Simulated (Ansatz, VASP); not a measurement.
## Two plane-wave programs on CaB

```
Ca B
1.0
     3.29918    0.00000    0.00000
    -1.64959    2.85717    0.00000
     0.00000    0.00000    8.03212
Ca B
2 2
Direct
  0.33333 0.66667 0.29439
  0.66667 0.33333 0.70561
  0.33333 0.66667 0.98406
  0.66667 0.33333 0.01594
```

Alike in both runs: functional PBE; k mesh 18 × 18 × 6; occupations gaussian, width 0.1 eV; no spin polarisation.

Ansatz relaxed the structure, and its values are those at the end. VASP's run is a single point on that final structure, the one shown.

|  | VASP | Ansatz |
| --- | --- | --- |
| version | VASP 6.6.1 | Ansatz 0.2.0 |
| potentials or method | VASP PAW PBE potentials, release 64 (Ca_sv, B), cutoff 520 eV | scalar-relativistic, plane waves, PAW |
| valence electrons in the cell | 26 | 26 |

Ansatz gave:

- gap on the k mesh at the Fermi level (eV): none
- pressure (GPa): 0.0
- rms of the force components (eV/Å): 0.002

Q: What did VASP give for the same quantities?

A: gap on the k mesh at the Fermi level (eV): none; pressure (GPa): 0.1; rms of the force components (eV/Å): 0.007.

A gap of «none» marks a metal or a gap that the smearing closes. With one functional, cell and mesh, what is left measures potentials, basis and numerics.
